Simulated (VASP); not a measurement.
# Li2Se (Immm) in VASP: notebook, part 2 of 2

VASP 6.6.1.

### Step 3. Single point, LDA

File INCAR:

```
SYSTEM = Li2Se
ALGO = Normal
EDIFF = 1E-6
ENCUT = 750
GGA_COMPAT = .FALSE.
ISIF = 2
ISMEAR = 0
LASPH = .TRUE.
LCHARG = .FALSE.
LREAL = .FALSE.
LWAVE = .FALSE.
NBANDS = 13
NELM = 120
PREC = Accurate
SIGMA = 0.02
```

File KPOINTS:

```
k-points
0
G
  6 6 6
  0 0 0
```

File POSCAR:

```
Li2Se
1.0
    0.0200166667      3.0025000000      3.0025000000
    3.0025000000      0.0200166667      3.0025000000
    3.0225166667      3.0225166667      0.0000000000
Li Se
2 1
Direct
    0.2500000000      0.2500000000      0.2500000000
    0.7500000000      0.7500000000      0.7500000000
    0.0000000000      0.0000000000      0.0000000000
```

Potentials or basis: VASP PAW LDA potentials, release 64 (Li_sv, Se).

On the command line:

```bash
cat potpaw_LDA.64/Li_sv/POTCAR potpaw_LDA.64/Se/POTCAR > POTCAR
mpirun -np 1 vasp_std > vasp.out
```

OUTCAR:

```text
SYSTEM = Li2Se
   EDIFF = 1E-6
   ENCUT = 750
   ISIF = 2
   ISMEAR = 0
   LASPH = .TRUE.
   LREAL = .FALSE.
   NELM = 120
   PREC = Accurate

 ion  position               nearest neighbor table
   1  0.250  0.250  0.250-   3 2.59   3 2.59   3 2.61   3 2.61
   2  0.750  0.750  0.750-   3 2.59   3 2.59   3 2.61   3 2.61
   3  0.000  0.000  0.000-   2 2.59   2 2.59   1 2.59   1 2.59   1 2.61   2 2.61   2 2.61   1 2.61

  LATTYP: Found a body centered orthorhombic cell.
 ALAT       =     4.2178683795
 B/A-ratio  =     1.0134228188
 C/A-ratio  =     1.4237049286

  Lattice vectors:

 A1 = (   3.0025000000,   0.0200166667,  -3.0025000000)
 A2 = (  -3.0025000000,  -0.0200166667,  -3.0025000000)
 A3 = (   0.0200166667,   3.0025000000,   3.0025000000)

Analysis of symmetry for initial positions (statically):
=====================================================================
 Subroutine PRICEL returns:
 Original cell was already a primitive cell.

 Routine SETGRP: Setting up the symmetry group for a
 body centered orthorhombic supercell.

 Subroutine GETGRP returns: Found  8 space group operations
 (whereof  8 operations were pure point group operations)
 out of a pool of  8 trial point group operations.

The static configuration has the point symmetry D_2h.

Analysis of symmetry for dynamics (positions and initial velocities):
=====================================================================
 Subroutine PRICEL returns:
 Original cell was already a primitive cell.

 Routine SETGRP: Setting up the symmetry group for a
 body centered orthorhombic supercell.

 Subroutine GETGRP returns: Found  8 space group operations
 (whereof  8 operations were pure point group operations)
 out of a pool of  8 trial point group operations.

The dynamic configuration has the point symmetry D_2h.

 Subroutine INISYM returns: Found  8 space group operations
 (whereof  8 operations are pure point group operations),
 and found     1 'primitive' translations

----------------------------------------------------------------------------------------

                                     Primitive cell

  volume of cell :      54.1327

  direct lattice vectors                    reciprocal lattice vectors
     0.020016667  3.002500000  3.002500000    -0.167645530  0.167645530  0.166527893
     3.002500000  0.020016667  3.002500000     0.167645530 -0.167645530  0.166527893
     3.022516667  3.022516667  0.000000000     0.165425060  0.165425060 -0.166527893

  length of vectors
     4.246223400  4.246223400  4.274484063     0.289726745  0.289726745  0.287162741

  position of ions in fractional coordinates (direct lattice)
     0.250000000  0.250000000  0.250000000
     0.750000000  0.750000000  0.750000000
     0.000000000  0.000000000  0.000000000

  ion indices of the primitive-cell ions
   primitive index   ion index
                 1           1
                 2           2
                 3           3

----------------------------------------------------------------------------------------

 KPOINTS: k-points

Automatic generation of k-mesh.
 Grid dimensions read from file:
 generate k-points for:    6    6    6

 Generating k-lattice:

[... 40 lines left out ...]
 -0.166667  0.333333  0.166667      4.000000
  0.500000  0.500000  0.166667      4.000000
 [... further k-points ...]
   k-points           NKPTS =     46   k-points in BZ     NKDIM =     46   number of bands    NBANDS=     13
   number of dos      NEDOS =    301   number of ions     NIONS =      3
   total plane-waves  NPLWV =  64000
   dimension x,y,z NGX =    40 NGY =   40 NGZ =   40
   dimension x,y,z NGXF=    80 NGYF=   80 NGZF=   80
   ions per type =               2   1
   NGX,Y,Z   is equivalent  to a cutoff of  15.66, 15.66, 15.56 a.u.
   NGXF,Y,Z  is equivalent  to a cutoff of  31.32, 31.32, 31.11 a.u.
 SYSTEM =  Li2Se
   PREC   = accura    normal or accurate (medium, high low for compatibility)
   ISTART =      0    job   : 0-new  1-cont  2-samecut
   ICHARG =      2    charge: 1-file 2-atom 10-const
   ISPIN  =      1    spin polarized calculation?
   LNONCOLLINEAR =      F non collinear calculations
   LSORBIT =      F    spin-orbit coupling
   LASPH  =      T    aspherical Exc in radial PAW
   ENCUT  =  750.0 eV  55.12 Ry    7.42 a.u.   9.48  9.48  9.54*2*pi/ulx,y,z
   NELM   =    120;   NELMIN=  2; NELMDL= -5     # of ELM steps
   EDIFF  = 0.1E-05   stopping-criterion for ELM
   LREAL  =      F    real-space projection
   EDIFFG = 0.1E-04   stopping-criterion for IOM
   NSW    =      0    number of steps for IOM
   IBRION =     -1    ionic relax: 0-MD 1-quasi-New 2-CG
   NFREE  =      0    steps in history (QN), initial steepest desc. (CG)
   ISIF   =      2    stress and relaxation
   ISYM   =      2    0-nonsym 1-usesym 2-fastsym
   POTIM  = 0.5000    time-step for ionic-motion
   TEBEG  =    0.0;   TEEND  =   0.0 temperature during run
   PSTRESS=    0.0 pullay stress
   NELECT =      12.0000    total number of electrons
   NUPDOWN=      -1.0000    fix difference up-down
   EMIN   =  10.00;   EMAX   =-10.00  energy-range for DOS
   EFERMI =   0.00;   METHOD = LEGACY
   ISMEAR =     0;   SIGMA  =   0.02  broadening in eV -4-tet -1-fermi 0-gaus
   EFERMI_NEDOS =   21; number of points for ismear=-14 and -15
   IALGO  =     38    algorithm
   IMIX   =      4    mixing-type and parameters
     AMIX     =   0.40;   BMIX     =  1.00
     AMIX_MAG =   1.60;   BMIX_MAG =  1.00
  volume/ion in A,a.u.               =      18.04       121.77
  Fermi-wavevector in a.u.,A,eV,Ry     =   0.990791  1.872323 13.356384  0.981667
  Thomas-Fermi vector in A             =   2.122486
   LORBIT       =      0    0 simple, 1 ext, 2 COOP (PROOUT), +10 PAW based schemes
   GGA     = CA    functional components
   LHFCALC =     F    Hartree Fock is set to
   AEXX    =    0.0000 exact exchange contribution
   IVDW    =     0    specifies the selected vdW correction
   LEPSILON=     F    determine dielectric tensor
   LRPA    =     F    only Hartree local field effects (RPA)
 non-spin polarized calculation
 Gauss-broadening in eV      SIGMA  =   0.02
  energy-cutoff  :      750.00
  volume of cell :       54.13
 maximum number of plane-waves:      2557
 NGX is ok and might be reduce to    40
   NGX = 19   NGY = 19   NGZ = 19

 number of electron      12.0000002 magnetization

 Free energy of the ion-electron system (eV)
  ---------------------------------------------------
  ext. energy  EPLUGINS =         0.00000000
  ---------------------------------------------------
  free energy    TOTEN  =       -12.14369891 eV

  energy without entropy =      -12.14369891  energy(sigma->0) =      -12.14369891

 E-fermi :   1.1512     XC(G=0):  -8.5376

 val. band max:        0.9914146281   @ k =   0.0000   0.0000   0.0000
 cond. band min:       3.7807089421   @ k =   0.5000   0.5000   0.0000
 fundamental gap:      2.7892943140
 Fermi energy:         1.1511826393

 k-point     1 :       0.0000    0.0000    0.0000
  band No.  band energies     occupation
      1     -42.7482      2.00000
      2     -42.7212      2.00000
      3     -10.4461      2.00000
      4       0.9568      2.00000
      5       0.9733      2.00000
      6       0.9914      2.00000
      7       4.1766      0.00000
      8       6.3741      0.00000
      9       6.4478      0.00000
     10       6.5155      0.00000
     11      11.5348      0.00000
     12      11.5365      0.00000
     13      11.6642      0.00000
[... 354 lines left out ...]
  band No.  band energies     occupation
      1     -42.7380      2.00000
      2     -42.7302      2.00000
      3     -10.0098      2.00000
      4      -1.2838      2.00000
      5      -0.6586      2.00000
      6      -0.2597      2.00000
      7       4.5626      0.00000
      8       7.4804      0.00000
      9       9.2638      0.00000
     10       9.6240      0.00000
     11      11.5408      0.00000
     12      12.4244      0.00000
     13      13.1320      0.00000

 [... further k-points ...]
[... 5 lines left out ...]
  --------------------------------------------------------------------------------------
  -------------------------------------------------------------------------------------
  Total       -0.8797358     -0.8797358     -0.8804495     -0.1246606      0.0000000      0.0000000
  in kB      -26.0377298    -26.0377298    -26.0588528     -3.6896065      0.0000000      0.0000000
  external PRESSURE =     -26.0447708 kB  Pullay stress =       0.0000000 kB

 VOLUME and BASIS-vectors are now :
 -----------------------------------------------------------------------------
  energy-cutoff  :      750.00
  volume of cell :       54.13
      direct lattice vectors                 reciprocal lattice vectors
     0.020016667  3.002500000  3.002500000    -0.167645530  0.167645530  0.166527893
     3.002500000  0.020016667  3.002500000     0.167645530 -0.167645530  0.166527893
     3.022516667  3.022516667  0.000000000     0.165425060  0.165425060 -0.166527893

 POSITION                                       TOTAL-FORCE (eV/Angst)
 -----------------------------------------------------------------------------------
      1.51126      1.51126      1.50125         0.000000      0.000000     -0.010944
      4.53378      4.53378      4.50375        -0.000000     -0.000000      0.010944
      0.00000      0.00000      0.00000         0.000000      0.000000      0.000000
 -----------------------------------------------------------------------------------
    total drift:                                0.000000     -0.000000      0.000000

  FREE ENERGIE OF THE ION-ELECTRON SYSTEM (eV)
  ---------------------------------------------------
  free  energy   TOTEN  =       -12.1436989134 eV

  energy  without entropy=      -12.1436989134  energy(sigma->0) =      -12.14369891
```

Wall time 35 s (1 thread of AMD EPYC 7R13 (Zen 3), shared host); peak memory 0.18 GiB.

What came out:

- Free energy: -12.1437 eV
- Pressure: -2.6 GPa
- Largest force: 0.011 eV/Å
- Band gap on the k mesh: 2.79 eV, indirect (least direct gap 3.19 eV)

Forces in eV/Å, atoms in the order of the input:
```
Li   0.000  0.000 -0.011
Li   0.000  0.000  0.011
Se   0.000  0.000  0.000
```

Levels at points of the mesh, in eV from the valence-band top:
```
           k point  band 4  band 5  band 6  band 7  band 8  band 9
(0.00, 0.00, 0.00)   -0.03   -0.02    0.00    3.19    5.38    5.46
(0.50, 0.00, 0.00)   -2.95   -0.57   -0.57    4.94    5.74    5.81
(0.50, 0.50, 0.00)   -2.31   -1.53   -1.44    2.79    6.08   10.06
(0.00, 0.00, 0.50)   -2.95   -0.54   -0.54    4.96    5.80    5.86
(0.50, 0.00, 0.50)   -2.31   -1.48   -1.48    2.79    6.08   10.08
```

A k mesh can miss the band edges. LDA gaps usually lie below the measured ones, often by a third to a half.

### Step 4. Single point, LDA

File INCAR:

```
SYSTEM = Li2Se
PREC = Accurate
ENCUT = 750
EDIFF = 1E-6
ISMEAR = 0
SIGMA = 0.02
LREAL = .FALSE.
LASPH = .TRUE.
NELM = 120
ALGO = Normal
ISIF = 2
LWAVE = .FALSE.
LCHARG = .FALSE.
GGA = CA
NBANDS = 13
GGA_COMPAT = .FALSE.
```

File KPOINTS:

```
regular mesh
0
G
  6 6 6
  0 0 0
```

File POSCAR:

```
Li2Se
1.0
    0.0300250000      3.0025000000      3.0025000000
    3.0025000000      0.0300250000      3.0025000000
    3.0325250000      3.0325250000      0.0000000000
Li Se
2 1
Direct
    0.2500000000      0.2500000000      0.2500000000
    0.7500000000      0.7500000000      0.7500000000
    0.0000000000      0.0000000000      0.0000000000
```

On the command line:

```bash
cat potpaw_LDA.64/Li_sv/POTCAR potpaw_LDA.64/Se/POTCAR > POTCAR
mpirun -np 1 vasp_std > vasp.out
```

Wall time 34 s (1 thread of AMD EPYC 7R13 (Zen 3), shared host); peak memory 0.19 GiB.

It converged, with:

```
Free energy            : -12.1427 eV
Pressure               : -2.6 GPa
Largest force          : 0.016 eV/Å
Band gap on the k mesh : 2.78 eV, indirect (least direct gap 3.17 eV)
```

Forces in eV/Å, atoms in the order of the input:
```
Li   0.000  0.000 -0.016
Li   0.000  0.000  0.016
Se   0.000  0.000  0.000
```

Stress tensor (GPa, compression positive):
```
-2.59 -0.55  0.00
-0.55 -2.59  0.00
 0.00  0.00 -2.60
```

Levels at points of the mesh, in eV from the valence-band top:
| k point | band 4 | band 5 | band 6 | band 7 | band 8 | band 9 |
| --- | --- | --- | --- | --- | --- | --- |
| (0.00, 0.00, 0.00) | -0.05 | -0.03 | 0.00 | 3.17 | 5.34 | 5.45 |
| (0.50, 0.00, 0.00) | -2.96 | -0.59 | -0.59 | 4.92 | 5.71 | 5.80 |
| (0.50, 0.50, 0.00) | -2.31 | -1.56 | -1.43 | 2.78 | 6.08 | 10.04 |
| (0.00, 0.00, 0.50) | -2.96 | -0.54 | -0.53 | 4.96 | 5.79 | 5.88 |
| (0.50, 0.00, 0.50) | -2.32 | -1.49 | -1.49 | 2.78 | 6.07 | 10.05 |

A k mesh can miss the band edges. Expect the measured gap to be larger: semilocal functionals such as LDA lack the derivative discontinuity.

### Step 5. Overview

| cell | gap on the mesh (eV) | pressure (GPa) | largest force (eV/Å) |
| --- | --- | --- | --- |
| a = 4.246, b = 4.246, c = 4.260 Å, angles 59.9, 59.9, 59.8°, 3 atoms | 2.80 | -2.6 | 0.01 |
| a = 4.246, b = 4.246, c = 4.274 Å, angles 59.8, 59.8, 59.6°, 3 atoms | 2.79 | -2.6 | 0.01 |
| a = 4.246, b = 4.246, c = 4.289 Å, angles 59.7, 59.7, 59.3°, 3 atoms | 2.78 | -2.6 | 0.02 |

Alike in all rows: task single point; level LDA; potentials or basis VASP PAW LDA potentials, release 64 (Li_sv, Se); no spin polarisation; k mesh 6 × 6 × 6; cutoff (eV) 750; smearing gaussian 0.02 eV.

Absolute energies hang on the potentials; compare differences alone.
